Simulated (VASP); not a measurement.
Write the native input for VASP 6.6.1 that does the following.

```
Task                   : single point
Functional             : PBE
Potentials or basis    : VASP PAW PBE potentials, release 64 (Al, Ge_d, Ir)
Cutoff                 : 520 eV
k mesh                 : 4 × 4 × 4
Occupations            : gaussian, width 0.1 eV
Spin                   : no spin polarisation
Dipole correction      : no
Further INCAR settings : ALGO = Fast; EDIFF = 1e-06; NBANDS = 30
```

The structure of AlGeIr3 lies in POSCAR:

```
AlGeIr3
1.0
    4.0651960800      0.0000000000      0.0000000000
    0.0000000000      4.0651960800      0.0000000000
    0.0000000000      0.0000000000      4.0651960800
Al Ge Ir
1 1 3
Direct
    0.5000000000      0.5000000000      0.5000000000
    0.0000000000      0.0000000000      0.0000000000
    0.5000000000      0.5000000000      0.0000000000
    0.5000000000      0.0000000000      0.5000000000
    0.0000000000      0.5000000000      0.5000000000
```

One way to write it, as run:

INCAR

```
PREC = Accurate
ENCUT = 520
EDIFF = 1E-6
ISMEAR = 0
SIGMA = 0.1
LREAL = F
LASPH = T
NELM = 100
ALGO = Fast
ISIF = 2
LWAVE = F
LCHARG = F
GGA = PE
NBANDS = 30
```

KPOINTS

```
regular mesh
0
Gamma
  4 4 4
```

Potentials or basis: VASP PAW PBE potentials, release 64 (Al, Ge_d, Ir).

The run is started by

```sh
$ cat potpaw_PBE.64/Al/POTCAR potpaw_PBE.64/Ge_d/POTCAR potpaw_PBE.64/Ir/POTCAR > POTCAR
$ mpirun -np 1 vasp_std > vasp.out
```

It gave:

```
Pressure               : 77.0 GPa
Band gap on the k mesh : zero (band 22 reaches 10.85 eV, above the bottom of band 23 at 10.47 eV)
```

Caveat: the k points lie up to 0.39 Å⁻¹ apart; spin-orbit coupling is left out, which moves the levels of the heavy elements.

Wall time 50 s on 1 thread of AMD EPYC 7R13, on a shared host, peak memory 0.14 GiB.
